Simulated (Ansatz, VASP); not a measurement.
# One calculation of Ni, two programs

```
CELL_PARAMETERS angstrom
2.48629 0.00000 0.00000
-1.24314 2.15319 0.00000
0.00000 0.00000 8.15048
ATOMIC_POSITIONS crystal
Ni 0.00000 0.00000 0.00000
Ni 0.33333 0.66667 0.25000
Ni 0.00000 0.00000 0.50000
Ni 0.66667 0.33333 0.75000
```

Alike in both runs: functional PBE; k mesh 21 × 21 × 6; occupations gaussian, width 0.1 eV; collinear spin.

Ansatz relaxed the structure, and its values are those at the end. VASP's run is a single point on that final structure, the one shown.

```csv
,VASP,Ansatz
version,VASP 6.6.1,Ansatz 0.2.0
potentials or method,"VASP PAW PBE potentials, release 64 (Ni), cutoff 520 eV","scalar-relativistic, plane waves, PAW"
valence electrons in the cell,40,72
```

|  | VASP | Ansatz | Ansatz less VASP |
| --- | --- | --- | --- |
| gap on the k mesh at the Fermi level (eV) | none | none | - |
| pressure (GPa) | -0.1 | 0.0 | +0.09 |
| net moment per atom (μB) | 0.63 | 0.64 | +0.016 |
| size of the moment on the site where the two differ most (μB) | 0.65 | 0.69 | +0.044 |

Site moments also hang on the region over which each program counts them. A gap of «none» marks a metal or a gap that the smearing closes. With one functional, cell and mesh, what is left measures potentials, basis and numerics. VASP's potentials hold 40 valence electrons a cell and Ansatz's 72, so a difference there can come from the potentials and not from the codes.
